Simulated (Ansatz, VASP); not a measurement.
# Bi, level by level in two programs

```
CELL_PARAMETERS angstrom
-1.96813 1.96813 1.96813
1.96813 -1.96813 1.96813
1.96813 1.96813 -1.96813
ATOMIC_POSITIONS crystal
Bi 0.00000 0.00000 0.00000
```

Single points on this cell with VASP 6.6.1 and Ansatz 0.2.0. Each row is one pair of runs. Alike in all rows: spin: off; smearing: fermi-dirac, width 0.05 eV; VASP's potentials, cutoff: VASP PAW PBE potentials, release 64 (Bi_d), 520 eV; Ansatz's potentials, cutoff: Ansatz PAW, 420 eV.

```csv
level,k mesh,"gap on the k mesh at the Fermi level (eV), VASP","gap on the k mesh at the Fermi level (eV), Ansatz","pressure (GPa), VASP","pressure (GPa), Ansatz"
BHLYP,5 × 5 × 5,none,none,0.9,1.0
HSE06,6 × 6 × 6,none,none,0.3,0.4
PBE0,6 × 6 × 6,none,none,0.1,0.3
```

Pressure (GPa): the two programs differ by at most 0.17.

A gap of «none» marks a metal or a gap that the smearing closes.

The k mesh is coarse, so the values compare programs but aren't converged. Spin-orbit coupling is off throughout.
